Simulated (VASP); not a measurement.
# Sr3Zn: single point with PBEsol

Crystal: Sr3Zn.

```
Sr Zn
1.0
     5.42317    0.00000    0.00000
     0.00000    5.42317    0.00000
     0.00000    0.00000    5.50537
Sr Zn
3 1
Direct
  0.50000 0.00000 0.50774
  0.50000 0.50000 0.00000
  0.00000 0.50000 0.49226
  0.00000 0.00000 0.00000
```

This cell differs from its parent crystal: strained and its atoms moved.

```yaml
Program: VASP 6.6.1
Task: single point
Functional: PBEsol
Potentials_or_basis: VASP PAW PBE potentials, release 64 (Sr_sv, Zn)
Cutoff: 520 eV
k_mesh: 8 × 8 × 8
Occupations: gaussian, width 0.1 eV
Spin: no spin polarisation
Dipole_correction: no
Further_INCAR_settings: ALGO = Normal; EDIFF = 1e-06; NBANDS = 29
```

```yaml
Pressure: -0.6 GPa
Largest_force: 0.040 eV/Å
Band_gap_on_the_k_mesh: zero (bands 21 and 22 overlap by 0.52 eV)
```

Forces on the atoms (eV/Å):
```
Sr   0.000  0.000 -0.040
Sr   0.000  0.000  0.000
Sr   0.000  0.000  0.040
Zn   0.000  0.000  0.000
```

Levels at points of the mesh, in eV from the Fermi level:
| k point | band 19 | band 20 | band 21 | band 22 | band 23 | band 24 |
| --- | --- | --- | --- | --- | --- | --- |
| (0.00, 0.00, 0.00) | -1.73 | 0.08 | 0.13 | 0.74 | 0.74 | 0.77 |
| (0.50, 0.00, 0.00) | -2.56 | -0.30 | 0.20 | 0.28 | 1.11 | 1.21 |
| (0.50, 0.50, 0.00) | -1.46 | -1.46 | -0.74 | 0.14 | 1.06 | 1.30 |
| (0.00, 0.00, 0.50) | -2.59 | -0.32 | 0.28 | 0.28 | 1.11 | 1.20 |
| (0.50, 0.00, 0.50) | -1.50 | -1.49 | -0.78 | 0.20 | 1.14 | 1.29 |
| (0.50, 0.50, 0.50) | -0.64 | -0.63 | -0.63 | -0.07 | -0.07 | -0.05 |

Run time: 2.5 min on 1 thread of Intel(R) Xeon(R) 6975P-C (Granite Rapids), on a shared host, peak memory 0.46 GiB.

Caveat: the cell differs from its parent crystal (strained and its atoms moved); the PAW data sets were made with another functional, which shifts forces and pressure a little.
